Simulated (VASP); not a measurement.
# BiO4 (P6mm) in VASP: a series of runs

The runs below take BiO4 through single point, relaxation of cell and atoms, with PBE.

Everything below comes from runs of VASP 6.6.1. Logs are shortened: lines on timing, memory, paths and dates and some standing lists are left out, and cuts for length are marked.

## 1. The cell of the first run

Symmetry: P6mm, No. 183, hexagonal system. The conventional cell has a = 4.407 Å, b = 4.407 Å, c = 4.370 Å, α = 90.00°, β = 90.00°, γ = 120.00°. Within 2.4 Å of Bi (site symmetry 6mm) lie 7 O at 1.79 to 2.37 Å. O (site symmetry 2mm) has 6 O at 2.20 to 2.80 Å and 2 Bi at 2.37 Å within 2.9 Å. O (site symmetry 6mm) has 1 Bi at 1.79 Å within 2.4 Å.

## 2. Single point, PBE

File INCAR:

```
ALGO = Normal
EDIFF = 1E-6
ENCUT = 520
GGA = PE
ISIF = 2
ISMEAR = 0
LASPH = T
LCHARG = F
LREAL = F
LWAVE = F
NBANDS = 28
NELM = 60
PREC = Accurate
SIGMA = 0.1
```

File KPOINTS:

```
k-points
0
Gamma
  6 6 4
```

File POSCAR:

```
BiO4
1.0
    4.4072514200      0.0000000000      0.0000000000
   -2.2036257100      3.8167916900      0.0000000000
    0.0000000000      0.0000000000      4.3704423500
Bi O
1 4
Direct
    0.0000000000      0.0000000000      0.9585125400
    0.5000000000      0.0000000000      0.7618788400
    0.0000000000      0.5000000000      0.7618788400
    0.5000000000      0.5000000000      0.7618788400
    0.0000000000      0.0000000000      0.3672921200
```

Potentials or basis: VASP PAW PBE potentials, release 64 (Bi_d, O).

Launch:

```bash
> cat potpaw_PBE.64/Bi_d/POTCAR potpaw_PBE.64/O/POTCAR > POTCAR
> mpirun -np 1 vasp_std > vasp.out
```

OUTCAR:

```text
EDIFF = 1E-6
   ENCUT = 520
   GGA = PE
   ISIF = 2
   ISMEAR = 0
   LASPH = T
   LREAL = F
   NELM = 60
   PREC = Accurate

 ion  position               nearest neighbor table
   1  0.000  0.000  0.959-   5 1.79   4 2.37   3 2.37   3 2.37   4 2.37   2 2.37   2 2.37   5 2.58

   2  0.500  0.000  0.762-   1 2.37   1 2.37
   3  0.000  0.500  0.762-   1 2.37   1 2.37
   4  0.500  0.500  0.762-   1 2.37   1 2.37
   5  0.000  0.000  0.367-   1 1.79   1 2.58

  LATTYP: Found a hexagonal cell.
 ALAT       =     4.4072514200
 C/A-ratio  =     0.9916480667

  Lattice vectors:

 A1 = (   4.4072514200,   0.0000000000,   0.0000000000)
 A2 = (  -2.2036257100,   3.8167916900,   0.0000000000)
 A3 = (   0.0000000000,   0.0000000000,   4.3704423500)

Analysis of symmetry for initial positions (statically):
=====================================================================
 Subroutine PRICEL returns:
 Original cell was already a primitive cell.

 Routine SETGRP: Setting up the symmetry group for a
 hexagonal supercell.

 Subroutine GETGRP returns: Found 12 space group operations
 (whereof 12 operations were pure point group operations)
 out of a pool of 24 trial point group operations.

The static configuration has the point symmetry C_6v.

Analysis of symmetry for dynamics (positions and initial velocities):
=====================================================================
 Subroutine PRICEL returns:
 Original cell was already a primitive cell.

 Routine SETGRP: Setting up the symmetry group for a
 hexagonal supercell.

 Subroutine GETGRP returns: Found 12 space group operations
 (whereof 12 operations were pure point group operations)
 out of a pool of 24 trial point group operations.

The dynamic configuration has the point symmetry C_6v.

 Subroutine INISYM returns: Found 12 space group operations
 (whereof 12 operations are pure point group operations),
 and found     1 'primitive' translations

----------------------------------------------------------------------------------------

                                     Primitive cell

  volume of cell :      73.5177

  direct lattice vectors                    reciprocal lattice vectors
     4.407251420  0.000000000  0.000000000     0.226898787  0.131000076  0.000000000
    -2.203625710  3.816791690  0.000000000     0.000000000  0.262000151  0.000000000
     0.000000000  0.000000000  4.370442350     0.000000000  0.000000000  0.228809791

  length of vectors
     4.407251420  4.407251419  4.370442350     0.262000151  0.262000151  0.228809791

  position of ions in fractional coordinates (direct lattice)
     0.000000000  0.000000000  0.958512540
     0.500000000  0.000000000  0.761878840
     0.000000000  0.500000000  0.761878840
     0.500000000  0.500000000  0.761878840
     0.000000000  0.000000000  0.367292120

  ion indices of the primitive-cell ions
   primitive index   ion index
                 1           1
                 2           2
                 3           3
                 4           4
                 5           5

----------------------------------------------------------------------------------------

 KPOINTS: k-points

Automatic generation of k-mesh.
 Grid dimensions read from file:
 generate k-points for:    6    6    4

 Generating k-lattice:

  Cartesian coordinates                     Fractional coordinates (reciprocal lattice)
     0.037816464  0.021833346  0.000000000     0.166666667  0.000000000  0.000000000
     0.000000000  0.043666692  0.000000000     0.000000000  0.166666667  0.000000000
     0.000000000  0.000000000  0.057202448     0.000000000  0.000000000  0.250000000

  Length of vectors
     0.043666692  0.043666692  0.057202448

  Shift w.r.t. Gamma in fractional coordinates (k-lattice)
     0.000000000  0.000000000  0.000000000

 Subroutine IBZKPT returns following result:
 ===========================================

 Found     21 irreducible k-points:

 Following reciprocal coordinates:
            Coordinates               Weight
  0.000000  0.000000  0.000000      1.000000
  0.166667  0.000000  0.000000      6.000000
  0.333333  0.000000  0.000000      6.000000
  0.500000  0.000000  0.000000      3.000000
  0.166667  0.166667  0.000000      6.000000
  0.333333  0.166667  0.000000     12.000000
[... 13 lines left out ...]
  0.333333  0.166667  0.500000     12.000000
  0.333333  0.333333  0.500000      2.000000
   k-points           NKPTS =     21   k-points in BZ     NKDIM =     21   number of bands    NBANDS=     28
   number of dos      NEDOS =    301   number of ions     NIONS =      5
   total plane-waves  NPLWV =  46656
   dimension x,y,z NGX =    36 NGY =   36 NGZ =   36
   dimension x,y,z NGXF=    72 NGYF=   72 NGZF=   72
   ions per type =               1   4
   NGX,Y,Z   is equivalent  to a cutoff of  13.58, 13.58, 13.69 a.u.
   NGXF,Y,Z  is equivalent  to a cutoff of  27.16, 27.16, 27.39 a.u.
 SYSTEM =  unknown system
   PREC   = accura    normal or accurate (medium, high low for compatibility)
   ISTART =      0    job   : 0-new  1-cont  2-samecut
   ICHARG =      2    charge: 1-file 2-atom 10-const
   ISPIN  =      1    spin polarized calculation?
   LNONCOLLINEAR =      F non collinear calculations
   LSORBIT =      F    spin-orbit coupling
   LASPH  =      T    aspherical Exc in radial PAW
   ENCUT  =  520.0 eV  38.22 Ry    6.18 a.u.   8.19  8.19  8.13*2*pi/ulx,y,z
   NELM   =     60;   NELMIN=  2; NELMDL= -5     # of ELM steps
   EDIFF  = 0.1E-05   stopping-criterion for ELM
   LREAL  =      F    real-space projection
   EDIFFG = 0.1E-04   stopping-criterion for IOM
   NSW    =      0    number of steps for IOM
   IBRION =     -1    ionic relax: 0-MD 1-quasi-New 2-CG
   NFREE  =      0    steps in history (QN), initial steepest desc. (CG)
   ISIF   =      2    stress and relaxation
   ISYM   =      2    0-nonsym 1-usesym 2-fastsym
   POTIM  = 0.5000    time-step for ionic-motion
   TEBEG  =    0.0;   TEEND  =   0.0 temperature during run
   PSTRESS=    0.0 pullay stress
   NELECT =      39.0000    total number of electrons
   NUPDOWN=      -1.0000    fix difference up-down
   EMIN   =  10.00;   EMAX   =-10.00  energy-range for DOS
   EFERMI =   0.00;   METHOD = LEGACY
   ISMEAR =     0;   SIGMA  =   0.10  broadening in eV -4-tet -1-fermi 0-gaus
   EFERMI_NEDOS =   21; number of points for ismear=-14 and -15
   IALGO  =     38    algorithm
   IMIX   =      4    mixing-type and parameters
     AMIX     =   0.40;   BMIX     =  1.00
     AMIX_MAG =   1.60;   BMIX_MAG =  1.00
  volume/ion in A,a.u.               =      14.70        99.22
  Fermi-wavevector in a.u.,A,eV,Ry     =   1.325254  2.504367 23.895889  1.756298
  Thomas-Fermi vector in A             =   2.454729
   LORBIT       =      0    0 simple, 1 ext, 2 COOP (PROOUT), +10 PAW based schemes
   GGA     = PE    functional components
   LHFCALC =     F    Hartree Fock is set to
   AEXX    =    0.0000 exact exchange contribution
   IVDW    =     0    specifies the selected vdW correction
   LEPSILON=     F    determine dielectric tensor
   LRPA    =     F    only Hartree local field effects (RPA)
 non-spin polarized calculation
 Gauss-broadening in eV      SIGMA  =   0.10
  energy-cutoff  :      520.00
  volume of cell :       73.52
 maximum number of plane-waves:      2003
 NGX is ok and might be reduce to    36
   NGX = 17   NGY = 17   NGZ = 17

 number of electron      38.9999993 magnetization

 Free energy of the ion-electron system (eV)
  ---------------------------------------------------
  ext. energy  EPLUGINS =         0.00000000
  ---------------------------------------------------
  free energy    TOTEN  =       -20.51048458 eV

  energy without entropy =      -20.48823807  energy(sigma->0) =      -20.49936133

 E-fermi :   1.5730     XC(G=0):  -9.5647

 val. band max:        1.5317968261   @ k =   0.1667   0.0000   0.2500
 cond. band min:       1.5936558107   @ k =   0.5000   0.0000   0.5000
 fundamental gap:      0.0618589846
 Fermi energy:         1.5730129292

 k-point     1 :       0.0000    0.0000    0.0000
  band No.  band energies     occupation
      1     -21.2530      2.00000
      2     -20.2854      2.00000
      3     -20.2854      2.00000
      4     -20.1480      2.00000
      5     -20.1480      2.00000
      6     -17.4132      2.00000
[... 20 lines left out ...]
     27      14.7454      0.00000
     28      14.7454      0.00000

 k-point     2 :       0.1667    0.0000    0.0000
  band No.  band energies     occupation
      1     -21.2498      2.00000
      2     -20.2845      2.00000
      3     -20.2667      2.00000
      4     -20.1624      2.00000
      5     -20.1499      2.00000
      6     -17.2171      2.00000
[... 20 lines left out ...]
     27      14.6145      0.00000
     28      15.2220      0.00000

 k-point     3 :       0.3333    0.0000    0.0000
  band No.  band energies     occupation
      1     -21.2435      2.00000
      2     -20.2814      2.00000
      3     -20.2267      2.00000
      4     -20.1912      2.00000
      5     -20.1557      2.00000
      6     -16.6636      2.00000
[... 20 lines left out ...]
     27      14.4692      0.00000
     28      16.4557      0.00000

 k-point     4 :       0.5000    0.0000    0.0000
  band No.  band energies     occupation
      1     -21.2404      2.00000
      2     -20.2786      2.00000
      3     -20.2062      2.00000
      4     -20.2033      2.00000
      5     -20.1616      2.00000
      6     -15.9749      2.00000
[... 485 lines left out ...]
     27      13.3591      0.00000
     28      16.5135      0.00000

 k-point    20 :       0.3333    0.1667    0.5000
  band No.  band energies     occupation
      1     -21.1003      2.00000
      2     -20.2725      2.00000
      3     -20.2293      2.00000
      4     -20.1972      2.00000
      5     -20.1699      2.00000
      6     -16.0470      2.00000
[... 20 lines left out ...]
     27      13.0892      0.00000
     28      17.1759      0.00000

 k-point    21 :       0.3333    0.3333    0.5000
  band No.  band energies     occupation
      1     -21.0973      2.00000
      2     -20.2536      2.00000
      3     -20.2536      2.00000
      4     -20.1797      2.00000
      5     -20.1797      2.00000
      6     -15.4963      2.00000
[... 20 lines left out ...]
     27      12.9070      0.00000
     28      17.4554      0.00000

------------------------ aborting loop because EDIFF is reached ----------------------------------------

  FORCE on cell =-STRESS in cart. coord.  units (eV):
  Direction    XX          YY          ZZ          XY          YZ          ZX
  --------------------------------------------------------------------------------------
  -------------------------------------------------------------------------------------
  Total       -1.4436036     -1.4436036      9.8672887      0.0000000      0.0000000      0.0000000
  in kB      -31.4605905    -31.4605905    215.0387552      0.0000000      0.0000000      0.0000000
  external PRESSURE =      50.7058581 kB  Pullay stress =       0.0000000 kB

 VOLUME and BASIS-vectors are now :
 -----------------------------------------------------------------------------
  energy-cutoff  :      520.00
  volume of cell :       73.52
      direct lattice vectors                 reciprocal lattice vectors
     4.407251420  0.000000000  0.000000000     0.226898787  0.131000076  0.000000000
    -2.203625710  3.816791690  0.000000000     0.000000000  0.262000151  0.000000000
     0.000000000  0.000000000  4.370442350     0.000000000  0.000000000  0.228809791

 POSITION                                       TOTAL-FORCE (eV/Angst)
 -----------------------------------------------------------------------------------
      0.00000      0.00000      4.18912        -0.000000     -0.000000     -7.225022
      2.20363      0.00000      3.32975        -0.000000      0.000000      0.372812
     -1.10181      1.90840      3.32975         0.000000     -0.000000      0.372812
      1.10181      1.90840      3.32975         0.000000     -0.000000      0.372812
      0.00000      0.00000      1.60523        -0.000000     -0.000000      6.106586
 -----------------------------------------------------------------------------------
    total drift:                                0.000000      0.000000     -0.001047

  FREE ENERGIE OF THE ION-ELECTRON SYSTEM (eV)
  ---------------------------------------------------
  free  energy   TOTEN  =       -20.5104845784 eV

  energy  without entropy=      -20.4882380722  energy(sigma->0) =      -20.49936133
```

Wall time 24 s (1 thread of Intel Xeon 6975P-C (Granite Rapids), shared host); peak memory 0.2 GiB.

Results:

* Free energy: -20.5105 eV
* Pressure: 5.1 GPa
* Largest force: 7.225 eV/Å

Forces on the atoms (eV/Å):
```
Bi   0.000  0.000 -7.225
O    0.000  0.000  0.373
O    0.000  0.000  0.373
O    0.000  0.000  0.373
O    0.000  0.000  6.107
```

Stress tensor (GPa, compression positive):
```
-3.15  0.00  0.00
 0.00 -3.15  0.00
 0.00  0.00 21.50
```

Caveat: spin-orbit coupling is left out, which moves the levels of the heavy elements; an odd number of electrons without spin polarisation forces a metal; a magnetic or distorted state may lie lower.

(Part 1 of 2 ends here.)
